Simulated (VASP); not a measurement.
Set up this calculation in VASP 6.6.1, as the native input.

```yaml
Task: single point
Functional: PBE
Potentials_or_basis: VASP PAW PBE potentials, release 64 (Hg, Te)
Cutoff: 520 eV
k_mesh: 14 × 14 × 14
Occupations: gaussian, width 0.15 eV
Spin: no spin polarisation
Dipole_correction: no
Further_INCAR_settings: ALGO = Normal; EDIFF = 1e-06; NBANDS = 16
```

The structure of HgTe lies in POSCAR:

```
HgTe
1.0
    0.0000000000      3.2718525000      3.1751475000
    3.2718525000      0.0000000000      3.1751475000
    3.2718525000      3.2718525000      0.0000000000
Hg Te
1 1
Direct
    0.0000000000      0.0000000000      0.0000000000
    0.7500000000      0.7500000000      0.7500000000
```

This cell differs from its parent crystal: strain +0.015 along x and y, -0.015 along z.

The input as run:

INCAR

```
ALGO = Normal ; EDIFF = 1E-6
ENCUT = 520 ; GGA = PE
ISIF = 2 ; ISMEAR = 0
LASPH = T ; LCHARG = F
LREAL = F ; LWAVE = F
NBANDS = 16 ; NELM = 60
PREC = Accurate ; SIGMA = 0.15
```

KPOINTS

```
k-points
0
Gamma
  14 14 14
```

Potentials or basis: VASP PAW PBE potentials, release 64 (Hg, Te).

Run with:

```sh
$ cat potpaw_PBE.64/Hg/POTCAR potpaw_PBE.64/Te/POTCAR > POTCAR
$ mpirun -np 1 vasp_std > vasp.out
```

It gave:

```yaml
Pressure: 3.3 GPa
Band_gap_on_the_k_mesh: 0.09 eV
```

Caveat: the cell differs from its parent crystal (strain +0.015 along x and y, -0.015 along z); the cell stands under pressure; the smearing spreads over this small gap; spin-orbit coupling is left out, which moves the levels of the heavy elements.

Run time: 5.4 min on 1 thread of Intel Xeon 8259CL, on a shared host, peak memory 0.42 GiB.
